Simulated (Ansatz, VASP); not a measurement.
**Two plane-wave programs on NaInSe**

File INCAR:

```
SYSTEM = NaInSe
PREC = Accurate ; ENCUT = 600
EDIFF = 1E-6 ; ISMEAR = 0
SIGMA = 0.1 ; LREAL = .FALSE.
LASPH = .TRUE. ; NELM = 100
ALGO = Normal ; ISIF = 3
LWAVE = .FALSE. ; LCHARG = .FALSE.
GGA = PE ; IBRION = 2
NSW = 90 ; EDIFFG = -0.04
```

Contents of KPOINTS:

```
Automatic mesh
0
G
  6 6 4
  0 0 0
```

Contents of POSCAR:

```
NaInSe
1.0
    4.1602651500      0.0000000000      0.0000000000
   -2.0801325800      3.6028953100      0.0000000000
    0.0000000000      0.0000000000      5.2877439800
Na In Se
1 1 1
Direct
    0.0000000000      0.0000000000      0.5000000000
    0.0000000000      0.0000000000      0.0000000000
    0.6666666700      0.3333333300      0.0000000000
```

Input for Ansatz:

```yaml
crystal:
  lattice:
    - [4.16026515, 0.0, 0.0]
    - [-2.08013258, 3.60289531, 0.0]
    - [0.0, 0.0, 5.28774398]
  atoms:
    - { symbol: Na, position: [0.0, 0.0, 0.5] }
    - { symbol: In, position: [0.0, 0.0, 0.0] }
    - { symbol: Se, position: [0.66666667, 0.33333333, 0.0] }
basis:
  ecutwfc: 420
kpoints:
  mp_grid: { grid: [6, 6, 4] }
hamiltonian:
  xc: pbe
scf:
  occupations: { method: gaussian, width: 0.1 }
  lower_state_search: "off"
output:
  forces: true
  stress: true
  eigenvalues: true
relax:
  adjacent_minimum: "off"
  f_tol: 0.04
  max_steps: 70
  cell: { stress_tol: 0.4 }
```

Alike in both runs: task relaxation of cell and atoms; functional PBE; k mesh 6 × 6 × 4; occupations gaussian, width 0.1 eV; no spin polarisation.

|  | VASP | Ansatz |
| --- | --- | --- |
| version | VASP 6.6.1 | Ansatz 0.2.0 |
| potentials or method | VASP PAW PBE potentials, release 64 (Na_pv, In_d, Se), cutoff 600 eV | scalar-relativistic, plane waves, PAW |
| valence electrons in the cell | 26 | 38 |

VASP gave:

```
gap on the k mesh at the Fermi level, each at its own relaxed structure (eV) : none
relaxed volume (Å³/atom)                                                     : 42.73
relaxed cell length with the largest relative difference (Å)                 : 6.071
```

**Question.** Estimate Ansatz's values.

**Answer.** gap on the k mesh at the Fermi level, each at its own relaxed structure (eV): none; relaxed volume (Å³/atom): 42.68; relaxed cell length with the largest relative difference (Å): 6.066.

A gap of «none» marks a metal or a gap that the smearing closes. VASP's potentials hold 26 valence electrons a cell and Ansatz's 38, so a difference there can come from the potentials and not from the codes.

Noted on VASP's run: the volume moved by over 15 % at a fixed basis, so the end points are rough.
